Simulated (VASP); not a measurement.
Write the native input for VASP 6.6.1 that does the following.

```yaml
Task: single point
Functional: PBEsol
Potentials_or_basis: VASP PAW PBE potentials, release 64 (Cd, Se)
Cutoff: 500 eV
k_mesh: 6 × 6 × 6
Occupations: fermi-dirac, width 0.05 eV
Spin: no spin polarisation
Dipole_correction: no
Further_INCAR_settings: ALGO = Normal; EDIFF = 1e-06; NBANDS = 16
```

The structure of CdSe lies in POSCAR:

```
CdSe
1.0
    0.0000000000      2.9395104580      2.9395104580
    2.9395104580      0.0000000000      2.9395104580
    2.9395104580      2.9395104580      0.0000000000
Cd Se
1 1
Direct
    0.0000000000      0.0000000000      0.0000000000
    0.5000000000      0.5000000000      0.5000000000
```

The input as run:

INCAR

```
SYSTEM = CdSe
ALGO = Normal
EDIFF = 1E-6
ENCUT = 500
GGA = PS
GGA_COMPAT = .FALSE.
ISIF = 2
ISMEAR = -1
LASPH = .TRUE.
LCHARG = .TRUE.
LELF = .TRUE.
LREAL = .FALSE.
LVHAR = .TRUE.
LWAVE = .FALSE.
NBANDS = 16
NELM = 120
PREC = Accurate
SIGMA = 0.05
```

KPOINTS

```
k-points
0
G
  6 6 6
  0 0 0
```

Potentials or basis: VASP PAW PBE potentials, release 64 (Cd, Se).

Command:

```console
$ cat potpaw_PBE.64/Cd/POTCAR potpaw_PBE.64/Se/POTCAR > POTCAR
$ mpirun -np 1 vasp_std > vasp.out
```

Results of the run:

```json
{"Pressure": "-6.4 GPa", "Band gap on the k mesh": "zero (band 9 reaches 1.53 eV, above the bottom of band 10 at 1.04 eV)"}
```

Caveat: the PAW data sets were made with another functional, which shifts forces and pressure a little.

Run time: 13 s on 1 thread of Intel(R) Xeon(R) Platinum 8259CL CPU @ 2.50GHz (Skylake/Cascade Lake), on a shared host, peak memory 0.17 GiB.
